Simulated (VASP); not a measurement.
Here is a VASP 6.6.1 calculation.

The input INCAR:

```
PREC     = Accurate       # precision mode
ENCUT    = 600            # plane-wave cutoff, eV
EDIFF    = 1E-6           # SCF threshold, eV
ISMEAR   = 0              # smearing method
SIGMA    = 0.01           # smearing width, eV
LREAL    = False          # projectors in reciprocal space
LASPH    = True           # aspherical terms in the spheres
NELM     = 120            # most SCF steps
ALGO     = Normal         # electronic algorithm
ISIF     = 2              # what is computed and relaxed
LWAVE    = False          # write WAVECAR
LCHARG   = True           # write CHGCAR
LELF     = True           # ELF
LVHAR    = True         
NBANDS   = 20             # bands
GGA_COMPAT= False
```

KPOINTS

```
Automatic mesh
0
Gamma
  4 4 4
```

The input POSCAR:

```
SnO2
1.0
    1.6170930750      0.9336291222      4.8005925833
   -1.6170930750      0.9336291222      4.8005925833
    0.0000000000     -1.8672582443      4.8005925833
Sn O
1 2
Direct
    0.5000000000      0.5000000000      0.5000000000
    0.2371700033      0.2371700033      0.2371700033
    0.7628299967      0.7628299967      0.7628299967
```

Potentials or basis: VASP PAW LDA potentials, release 64 (Sn_d, O).

Command:

```console
$ cat potpaw_LDA.64/Sn_d/POTCAR potpaw_LDA.64/O/POTCAR > POTCAR
$ mpirun -np 1 vasp_std > vasp.out
```

Q: Predict the band gap on the k mesh.

A: 1.79 eV (least direct gap 1.89 eV).

Q: Predict the largest force.

A: 0.627 eV/Å.

Stress tensor (GPa, compression positive):
```
-9.17  0.00  0.00
 0.00 -9.17  0.00
 0.00  0.00 -7.39
```

Caveat: the k points lie up to 0.57 Å⁻¹ apart; spin-orbit coupling is left out, which moves the levels of the heavy elements. A k mesh can miss the band edges.
